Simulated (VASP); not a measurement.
# Ba16Cu (a cell with a defect) in VASP: single point with LDA

Aim: the single point of Ba16Cu (a cell with a defect) with LDA.

Everything below comes from runs of VASP 6.6.1. Logs are shortened: lines on timing, memory, paths and dates and some standing lists are left out, and cuts for length are marked.

**1. The cell of the first run**

The cell holds a defect, 17 atoms: a = 10.040 Å, b = 10.040 Å, c = 10.040 Å, α = 90.00°, β = 90.00°, γ = 90.00°.

**2. Single point, LDA**

Input file INCAR:

```
PREC = Accurate
ENCUT = 610
EDIFF = 1E-6
ISMEAR = -1
SIGMA = 0.15
LREAL = Auto
LASPH = T
NELM = 120
ALGO = Normal
ISIF = 2
LWAVE = F
LCHARG = F
NBANDS = 104
GGA_COMPAT = F
```

Input file KPOINTS:

```
regular mesh
0
Gamma
  1 1 1
```

Input file POSCAR:

```
Ba16Cu
1.0
   10.0400000000      0.0000000000      0.0000000000
    0.0000000000     10.0400000000      0.0000000000
    0.0000000000      0.0000000000     10.0400000000
Ba Cu
16 1
Direct
    0.0151095618     -0.0305677291      0.0016434263
    0.5081872510     -0.0021513944     -0.0090737052
    0.0446912351      0.4630378486      0.0265537849
    0.0244322709     -0.0203984064      0.5338745020
    0.2358764940      0.2123804781      0.2700697211
    0.5077589641      0.4956274900      0.0375697211
    0.5232470120      0.0021812749      0.5160159363
    0.7451195219      0.2531673307      0.2633665339
    0.0032868526      0.4716733068      0.5211752988
    0.2468725100      0.7670617530      0.2523705179
    0.3249701195      0.2707171315      0.7356175299
    0.5016235060      0.4811454183      0.4776693227
    0.7618625498      0.7445019920      0.2654282869
    0.7613247012      0.2270119522      0.7615836653
    0.2695418327      0.7607868526      0.7743326693
    0.7236952191      0.7588545817      0.7511354582
    0.1993227092      0.1916733068     -0.0561155378
```

Potentials or basis: VASP PAW LDA potentials, release 64 (Ba_sv, Cu_sv_GW).

On the command line:

```console
$ cat potpaw_LDA.64/Ba_sv/POTCAR potpaw_LDA.64/Cu_sv_GW/POTCAR > POTCAR
$ mpirun -np 1 vasp_gam > vasp.out
```

OUTCAR:

```text
PREC = Accurate
   ENCUT = 610
   EDIFF = 1E-6
   ISMEAR = -1
   LREAL = Auto
   LASPH = T
   NELM = 120
   ISIF = 2

 ion  position               nearest neighbor table
   1  0.015  0.969  0.002-  17 2.96  10 3.98  15 4.02   5 4.26  13 4.31  14 4.36  16 4.40   4 4.70
                             8 4.73
   2  0.508  0.998  0.991-  17 3.69  15 4.02  16 4.03  14 4.13  11 4.18  10 4.38   8 4.44   5 4.47
                            13 4.53
   3  0.045  0.463  0.027-  17 3.24   5 4.00  10 4.31   8 4.37  11 4.49  15 4.52  14 4.56   6 4.66
                            13 4.67
   4  0.024  0.980  0.534-  15 4.09   5 4.12  10 4.19  14 4.29  16 4.33  13 4.45  11 4.66   1 4.70

   5  0.236  0.212  0.270-  17 3.30   3 4.00   4 4.12   1 4.26   9 4.31  12 4.33   7 4.34   2 4.47
                            10 4.48   6 4.58
   6  0.508  0.496  0.038-   8 4.09  11 4.20  13 4.24  10 4.35  12 4.42  15 4.45  16 4.47   5 4.58
                            14 4.63   3 4.66
   7  0.523  0.002  0.516-  16 3.95  11 4.01  14 4.11   8 4.21  13 4.33   5 4.34  15 4.37  10 4.50

   8  0.745  0.253  0.263-  12 3.98   6 4.09   7 4.21   9 4.27   3 4.37   2 4.44   1 4.73
   9  0.003  0.472  0.521-  14 4.21   8 4.27   5 4.31  11 4.37  13 4.47  16 4.64  15 4.69  10 4.70

  10  0.247  0.767  0.252-   1 3.98   4 4.19   3 4.31   6 4.35   2 4.38  12 4.46   5 4.48   7 4.50
                             9 4.70
  11  0.325  0.271  0.736-  17 2.57  12 3.78   7 4.01   2 4.18   6 4.20   9 4.37  14 4.41   3 4.49
                             4 4.66
  12  0.502  0.481  0.478-  11 3.78   8 3.98  13 4.28   5 4.33   6 4.42  10 4.46  16 4.50  14 4.63
                            15 4.71
  13  0.762  0.745  0.265-   6 4.24  12 4.28   1 4.31   7 4.33   4 4.45   9 4.47   2 4.53   3 4.67

  14  0.761  0.227  0.762-   7 4.11   2 4.13   9 4.21   4 4.29   1 4.36  11 4.41   3 4.56   6 4.63
                            12 4.63  16 4.72
  15  0.270  0.761  0.774-   1 4.02   2 4.02   4 4.09   7 4.37   6 4.45   3 4.52  16 4.57   9 4.69
                            12 4.71
  16  0.724  0.759  0.751-   7 3.95   2 4.03   4 4.33   1 4.40   6 4.47  12 4.50  15 4.57   9 4.64
                            14 4.72
  17  0.199  0.192  0.944-  11 2.57   1 2.96   3 3.24   5 3.30   2 3.69

  LATTYP: Found a simple cubic cell.
 ALAT       =    10.0400000000

  Lattice vectors:

 A1 = (  10.0400000000,   0.0000000000,   0.0000000000)
 A2 = (   0.0000000000,  10.0400000000,   0.0000000000)
 A3 = (   0.0000000000,   0.0000000000,  10.0400000000)

Analysis of symmetry for initial positions (statically):
=====================================================================
 Subroutine PRICEL returns:
 Original cell was already a primitive cell.

 Routine SETGRP: Setting up the symmetry group for a
 simple cubic supercell.

 Subroutine GETGRP returns: Found  1 space group operations
 (whereof  1 operations were pure point group operations)
 out of a pool of 48 trial point group operations.

The static configuration has the point symmetry C_1 .

Analysis of symmetry for dynamics (positions and initial velocities):
=====================================================================
 Subroutine PRICEL returns:
 Original cell was already a primitive cell.

 Routine SETGRP: Setting up the symmetry group for a
 simple cubic supercell.

 Subroutine GETGRP returns: Found  1 space group operations
 (whereof  1 operations were pure point group operations)
 out of a pool of 48 trial point group operations.

The dynamic configuration has the point symmetry C_1 .

 Subroutine INISYM returns: Found  1 space group operations
 (whereof  1 operations are pure point group operations),
 and found     1 'primitive' translations

----------------------------------------------------------------------------------------

                                     Primitive cell

  volume of cell :    1012.0481

  direct lattice vectors                    reciprocal lattice vectors
    10.040000000  0.000000000  0.000000000     0.099601594  0.000000000  0.000000000
     0.000000000 10.040000000  0.000000000     0.000000000  0.099601594  0.000000000
     0.000000000  0.000000000 10.040000000     0.000000000  0.000000000  0.099601594

  length of vectors
    10.040000000 10.040000000 10.040000000     0.099601594  0.099601594  0.099601594

  position of ions in fractional coordinates (direct lattice)
     0.015109562  0.969432271  0.001643426
     0.508187251  0.997848606  0.990926295
     0.044691235  0.463037849  0.026553785
     0.024432271  0.979601594  0.533874502
     0.235876494  0.212380478  0.270069721
     0.507758964  0.495627490  0.037569721
[... 9 lines left out ...]
     0.723695219  0.758854582  0.751135458
     0.199322709  0.191673307  0.943884462

  ion indices of the primitive-cell ions
   primitive index   ion index
                 1           1
                 2           2
                 3           3
                 4           4
                 5           5
                 6           6
[... 9 lines left out ...]
                16          16
                17          17

----------------------------------------------------------------------------------------

 KPOINTS: regular mesh

Automatic generation of k-mesh.
 Grid dimensions read from file:
 generate k-points for:    1    1    1

 Generating k-lattice:

  Cartesian coordinates                     Fractional coordinates (reciprocal lattice)
     0.099601594  0.000000000  0.000000000     1.000000000  0.000000000  0.000000000
     0.000000000  0.099601594  0.000000000     0.000000000  1.000000000  0.000000000
     0.000000000  0.000000000  0.099601594     0.000000000  0.000000000  1.000000000

  Length of vectors
     0.099601594  0.099601594  0.099601594

  Shift w.r.t. Gamma in fractional coordinates (k-lattice)
     0.000000000  0.000000000  0.000000000

 Subroutine IBZKPT returns following result:
 ===========================================

 Found      1 irreducible k-points:

 Following reciprocal coordinates:
            Coordinates               Weight
  0.000000  0.000000  0.000000      1.000000
   k-points           NKPTS =      1   k-points in BZ     NKDIM =      1   number of bands    NBANDS=    104
   number of dos      NEDOS =    301   number of ions     NIONS =     17
   total plane-waves  NPLWV = 592704
   dimension x,y,z NGX =    84 NGY =   84 NGZ =   84
   dimension x,y,z NGXF=   168 NGYF=  168 NGZF=  168
   ions per type =              16   1
   NGX,Y,Z   is equivalent  to a cutoff of  13.91, 13.91, 13.91 a.u.
   NGXF,Y,Z  is equivalent  to a cutoff of  27.82, 27.82, 27.82 a.u.
 SYSTEM =  unknown system
   PREC   = accura    normal or accurate (medium, high low for compatibility)
   ISTART =      0    job   : 0-new  1-cont  2-samecut
   ICHARG =      2    charge: 1-file 2-atom 10-const
   ISPIN  =      1    spin polarized calculation?
   LNONCOLLINEAR =      F non collinear calculations
   LSORBIT =      F    spin-orbit coupling
   LASPH  =      T    aspherical Exc in radial PAW
   ENCUT  =  610.0 eV  44.83 Ry    6.70 a.u.  20.22 20.22 20.22*2*pi/ulx,y,z
   NELM   =    120;   NELMIN=  2; NELMDL= -5     # of ELM steps
   EDIFF  = 0.1E-05   stopping-criterion for ELM
   LREAL  =      T    real-space projection
   EDIFFG = 0.1E-04   stopping-criterion for IOM
   NSW    =      0    number of steps for IOM
   IBRION =     -1    ionic relax: 0-MD 1-quasi-New 2-CG
   NFREE  =      0    steps in history (QN), initial steepest desc. (CG)
   ISIF   =      2    stress and relaxation
   ISYM   =      2    0-nonsym 1-usesym 2-fastsym
   POTIM  = 0.5000    time-step for ionic-motion
   TEBEG  =    0.0;   TEEND  =   0.0 temperature during run
   PSTRESS=    0.0 pullay stress
   NELECT =     179.0000    total number of electrons
   NUPDOWN=      -1.0000    fix difference up-down
   EMIN   =  10.00;   EMAX   =-10.00  energy-range for DOS
   EFERMI =   0.00;   METHOD = LEGACY
   ISMEAR =    -1;   SIGMA  =   0.15  broadening in eV -4-tet -1-fermi 0-gaus
   EFERMI_NEDOS =   21; number of points for ismear=-14 and -15
   IALGO  =     38    algorithm
   IMIX   =      4    mixing-type and parameters
     AMIX     =   0.40;   BMIX     =  1.00
     AMIX_MAG =   1.60;   BMIX_MAG =  1.00
  volume/ion in A,a.u.               =      59.53       401.74
  Fermi-wavevector in a.u.,A,eV,Ry     =   0.918951  1.736565 11.489713  0.844470
  Thomas-Fermi vector in A             =   2.044090
   LORBIT       =      0    0 simple, 1 ext, 2 COOP (PROOUT), +10 PAW based schemes
   GGA     = CA    functional components
   LHFCALC =     F    Hartree Fock is set to
   AEXX    =    0.0000 exact exchange contribution
   IVDW    =     0    specifies the selected vdW correction
   LEPSILON=     F    determine dielectric tensor
   LRPA    =     F    only Hartree local field effects (RPA)
 non-spin polarized calculation
  energy-cutoff  :      610.00
  volume of cell :     1012.05
 maximum number of plane-waves:     17253
 NGX is ok and might be reduce to    84
   NGX = 41   NGY = 41   NGZ = 41

 number of electron     179.0000016 magnetization

 Free energy of the ion-electron system (eV)
  ---------------------------------------------------
  ext. energy  EPLUGINS =         0.00000000
  ---------------------------------------------------
  free energy    TOTEN  =       -42.54452672 eV

  energy without entropy =      -41.25337608  energy(sigma->0) =      -41.89895140

 E-fermi :   1.5987     XC(G=0):  -7.6959

 val. band max:        1.0194395810   @ k =   0.0000   0.0000   0.0000
 cond. band min:       1.6101443340   @ k =   0.0000   0.0000   0.0000
 fundamental gap:      0.5907047530
 Fermi energy:         1.5987160210

 k-point     1 :       0.0000    0.0000    0.0000
  band No.  band energies     occupation
      1    -110.2530      2.00000
      2     -68.4211      2.00000
      3     -68.1765      2.00000
      4     -68.1330      2.00000
      5     -27.4382      2.00000
      6     -27.3912      2.00000
[... 93 lines left out ...]
    100       2.1660      0.04456
    101       2.1931      0.03731
 [bands above 101 left out]

------------------------ aborting loop because EDIFF is reached ----------------------------------------

  FORCE on cell =-STRESS in cart. coord.  units (eV):
  Direction    XX          YY          ZZ          XY          YZ          ZX
  --------------------------------------------------------------------------------------
  -------------------------------------------------------------------------------------
  Total      -12.4236255    -12.7828318     -8.9946682      0.9704287     -2.1297950     -2.3450639
  in kB      -19.6678911    -20.2365521    -14.2394951      1.5362895     -3.3716870     -3.7124800
  external PRESSURE =     -18.0479794 kB  Pullay stress =       0.0000000 kB

 VOLUME and BASIS-vectors are now :
 -----------------------------------------------------------------------------
  energy-cutoff  :      610.00
  volume of cell :     1012.05
      direct lattice vectors                 reciprocal lattice vectors
    10.040000000  0.000000000  0.000000000     0.099601594  0.000000000  0.000000000
     0.000000000 10.040000000  0.000000000     0.000000000  0.099601594  0.000000000
     0.000000000  0.000000000 10.040000000     0.000000000  0.000000000  0.099601594

 POSITION                                       TOTAL-FORCE (eV/Angst)
 -----------------------------------------------------------------------------------
      0.15170      9.73310      0.01650        -0.395093      0.201649      0.096876
      5.10220     10.01840      9.94890        -0.235878      0.219924      0.468236
      0.44870      4.64890      0.26660        -0.312915      0.151918     -0.308912
      0.24530      9.83520      5.36010        -0.286823      0.204139     -0.063416
      2.36820      2.13230      2.71150         0.372176      0.123379     -0.249691
      5.09790      4.97610      0.37720        -0.166951     -0.114215     -0.283545
[... 9 lines left out ...]
      7.26590      7.61890      7.54140         0.495509     -0.479093      0.142794
      2.00120      1.92440      9.47660        -0.374823     -0.398607      1.166191
 -----------------------------------------------------------------------------------
    total drift:                                0.005714     -0.002059      0.019787

  FREE ENERGIE OF THE ION-ELECTRON SYSTEM (eV)
  ---------------------------------------------------
  free  energy   TOTEN  =       -42.5445267242 eV

  energy  without entropy=      -41.2533760799  energy(sigma->0) =      -41.89895140
```

Wall time 4.3 min (1 thread of Intel Xeon 6975P-C (Granite Rapids), shared host); peak memory 0.84 GiB.

What came out:

```
Free energy            : -42.5445 eV
Pressure               : -1.8 GPa
Largest force          : 1.288 eV/Å
Band gap on the k mesh : zero (an odd number of electrons rules out a gap without spin polarisation)
```

Forces on the atoms (eV/Å):
```
Ba  -0.395  0.202  0.097
Ba  -0.236  0.220  0.468
Ba  -0.313  0.152 -0.309
Ba  -0.287  0.204 -0.063
Ba   0.372  0.123 -0.250
Ba  -0.167 -0.114 -0.284
Ba  -0.249 -0.177 -0.361
Ba   0.382 -0.484 -0.075
Ba   0.170  0.334 -0.039
Ba   0.257 -0.285  0.285
Ba   0.074  0.245 -0.689
Ba   0.058  0.392  0.235
Ba  -0.022  0.060 -0.030
Ba   0.118  0.315  0.037
Ba   0.118 -0.310 -0.332
Ba   0.496 -0.479  0.143
Cu  -0.375 -0.399  1.166
```

Stress tensor (GPa, compression positive):
```
-1.97  0.15 -0.37
 0.15 -2.02 -0.34
-0.37 -0.34 -1.42
```

Levels at points of the mesh, in eV from the Fermi level:
```
           k point  band 85  band 86  band 87  band 88  band 89  band 90  band 91  band 92
(0.00, 0.00, 0.00)    -0.91    -0.88    -0.64    -0.58     0.01     0.14     0.21     0.28
```

Caveat: the k points lie up to 0.63 Å⁻¹ apart, too coarse for converged energies and pressures of a metal; the atoms stand as in a frame of molecular dynamics; spin-orbit coupling is left out, which moves the levels of the heavy elements.

The gap in the log of VASP goes by the Fermi energy; the results here count the filled bands.